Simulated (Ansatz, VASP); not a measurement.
F: VASP beside Ansatz

```xyz
2
Lattice="0.0000 1.8509 1.8509 1.8509 0.0000 1.8509 1.8509 1.8509 0.0000" Properties=species:S:1:pos:R:3 pbc="T T T"
F    -0.4627   -0.4627   -0.4627
F     0.4627    0.4627    0.4627
```

Change from the starting cell: volume scaled by 0.5, LAPW.

Alike in both runs: task single point; functional LDA; k mesh 14 × 14 × 14; occupations fermi-dirac, width 0.1 eV; no spin polarisation.

|  | VASP | Ansatz |
| --- | --- | --- |
| version | VASP 6.6.1 | Ansatz 0.2.0 |
| potentials or method | VASP PAW LDA potentials, release 64 (F), cutoff 520 eV | all-electron LAPW, scalar-relativistic |

```tsv
	VASP	Ansatz	Ansatz less VASP
pressure (GPa)	218.0	218.1	+0.15
```

LDA's correlation is that of Perdew and Zunger in VASP and of Perdew and Wang (1992) in Ansatz. Both programs put the cell under a high pressure, so it lies far from rest at this level. Ansatz ran all-electron here, and VASP with PAW potentials.

Noted on VASP's run: the cell as given lies far from equilibrium.
